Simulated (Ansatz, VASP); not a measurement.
Two plane-wave programs on Pt

```
Pt
1.0
     0.00000   -1.95790   -1.95790
     0.00000    1.95790   -1.95790
     3.91580    0.00000    0.00000
Pt
2
Direct
  0.42339 0.42339 0.50000
  0.07661 0.07661 0.00000
```

Change from the starting cell: mode 4 (134.1 1/cm) frozen in, largest displacement -0.300 Å.

Alike in both runs: task single point; functional PBE; k mesh 18 × 18 × 12; occupations gaussian, width 0.15 eV; no spin polarisation.

```csv
,VASP,Ansatz
version,VASP 6.6.1,Ansatz 0.2.0
potentials or method,"VASP PAW PBE potentials, release 64 (Pt), cutoff 520 eV","scalar-relativistic, plane waves, PAW"
valence electrons in the cell,20,36
```

```tsv
	VASP	Ansatz	Ansatz less VASP
gap on the k mesh at the Fermi level (eV)	none	none	-
rms of the force components (eV/Å)	2.326	2.357	+0.0314
```

Atom by atom the forces differ by 0.031 eV/Å (rms over components). A gap of «none» marks a metal or a gap that the smearing closes. The functional is the same, so the differences come from potentials, cutoffs and numerics. VASP's potentials hold 20 valence electrons a cell and Ansatz's 36, so a difference there can come from the potentials and not from the codes.

Neither program's run includes spin-orbit coupling.
